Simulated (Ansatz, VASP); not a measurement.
One calculation of PbSe, two programs

```
Pb Se
1.0
     0.00000    3.62757    3.42320
     3.62757    0.00000    3.42320
     3.62757    3.62757    0.00000
Pb Se
1 1
Direct
  0.00000 0.00000 0.00000
  0.25000 0.25000 0.25000
```

Change from the starting cell: biaxial_xy strain +6.0%.

Alike in both runs: task single point; functional HSE06; k mesh 4 × 4 × 4; no spin polarisation.

|  | VASP | Ansatz |
| --- | --- | --- |
| version | VASP 6.6.1 | Ansatz 0.2.0 |
| potentials or method | VASP PAW PBE potentials, release 64 (Pb_d, Se) | plane waves, PAW |
| plane-wave cutoff (eV) | 520 | 420 |
| occupations | gaussian, width 0.01 eV | fixed |
| valence electrons in the cell | 20 | 30 |

Ansatz gave:

```
gap on the k mesh at the Fermi level (eV)                     : 1.17
pressure (GPa)                                                : -3.0
traceless stress, the component that is largest in VASP (GPa) : 0.34
```

What did VASP give for the same quantities?

gap on the k mesh at the Fermi level (eV): 1.18; pressure (GPa): -3.1; traceless stress, the component that is largest in VASP (GPa): 0.35.

VASP's potentials hold 20 valence electrons a cell and Ansatz's 30, so a difference there can come from the potentials and not from the codes. Ansatz's warnings: stress exchange threshold loose, stress scf threshold loose.

Spin-orbit coupling is off throughout.
